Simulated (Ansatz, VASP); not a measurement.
**Si3N4 in VASP and in Ansatz**

```
CELL_PARAMETERS angstrom
7.49235 0.00000 0.00000
-3.74618 6.48857 0.00000
0.00000 0.00000 2.86307
ATOMIC_POSITIONS crystal
Si 0.76463 0.17103 0.32563
Si 0.59360 0.76463 0.82563
Si 0.82897 0.59360 0.32563
Si 0.23537 0.82897 0.82563
Si 0.40640 0.23537 0.32563
Si 0.17103 0.40640 0.82563
N 0.02674 0.32902 0.32563
N 0.69772 0.02674 0.82563
N 0.67098 0.69772 0.32563
N 0.97326 0.67098 0.82563
N 0.30228 0.97326 0.32563
N 0.32902 0.30228 0.82563
N 0.33333 0.66667 0.82561
N 0.66667 0.33333 0.32561
```

Change from the starting cell: volume scaled by 0.96, ions relaxed.

Alike in both runs: functional PBE; k mesh 4 × 4 × 10; occupations fermi-dirac, width 0.02 eV; no spin polarisation.

Ansatz relaxed the structure, and its values are those at the end. VASP's run is a single point on that final structure, the one shown.

|  | VASP | Ansatz |
| --- | --- | --- |
| version | VASP 6.6.1 | Ansatz 0.2.0 |
| potentials or method | VASP PAW PBE potentials, release 64 (Si, N) | plane-wave PAW, scalar-relativistic |
| plane-wave cutoff (eV) | 520 | 420 |
| valence electrons in the cell | 64 | 64 |

|  | VASP | Ansatz | Ansatz less VASP |
| --- | --- | --- | --- |
| gap on the k mesh at the Fermi level (eV) | 4.51 | 4.52 | +0.013 |
| pressure (GPa) | 17.5 | 17.8 | +0.29 |
| rms of the force components (eV/Å) | 0.008 | 0.009 | +0.0014 |

Ansatz's warnings: stress scf threshold loose.
